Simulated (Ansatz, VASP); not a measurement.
**Pb in VASP and in Ansatz**

Contents of INCAR:

```
ALGO = Normal
EDIFF = 1E-6
EDIFFG = -0.005
ENCUT = 600
GGA = PE
IBRION = 2
ISIF = 3
ISMEAR = -1
LASPH = T
LCHARG = F
LREAL = F
LWAVE = F
NELM = 80
NSW = 45
PREC = Accurate
SIGMA = 0.05
```

File KPOINTS:

```
k-points
0
Gamma
  15 15 15
```

POSCAR

```
Pb
1.0
   -2.0000535962      2.0000535962      2.0000535962
    2.0000535962     -2.0000535962      2.0000535962
    2.0000535962      2.0000535962     -2.0000535962
Pb
1
Direct
    0.0000000000      0.0000000000      0.0000000000
```

Input for Ansatz:

```yaml
crystal:
  lattice:
    - [-2.0000535962, 2.0000535962, 2.0000535962]
    - [2.0000535962, -2.0000535962, 2.0000535962]
    - [2.0000535962, 2.0000535962, -2.0000535962]
  atoms:
    - { symbol: Pb, position: [0.0, 0.0, 0.0] }
kpoints:
  mp_grid: { grid: [15, 15, 15] }
scf:
  occupations: { method: fermi_dirac, width: 0.05 }
hamiltonian:
  xc: pbe
  pseudopotentials: { kind: all_electron, lapw: { basis_error: 0.0005 } }
output:
  forces: true
  stress: true
  eigenvalues: true
  populations: true
relax:
  f_tol: 0.005
  max_steps: 25
  cell: {}
```

Alike in both runs: task relaxation of cell and atoms; functional PBE; k mesh 15 × 15 × 15; occupations fermi-dirac, width 0.05 eV; no spin polarisation.

```csv
,VASP,Ansatz
version,VASP 6.6.1,Ansatz 0.2.0
potentials or method,"VASP PAW PBE potentials, release 64 (Pb_d), cutoff 600 eV","all-electron LAPW, scalar-relativistic"
```

```tsv
	VASP	Ansatz	Ansatz less VASP
relaxed volume (Å³/atom)	32.00	32.00	0.000
relaxed cell length with the largest relative difference (Å)	3.464	3.464	0.0000
```

Ansatz ran all-electron here, and VASP with PAW potentials.

Spin-orbit coupling is off throughout. Noted on VASP's run: the relaxation stopped at its first step, so nothing moved.
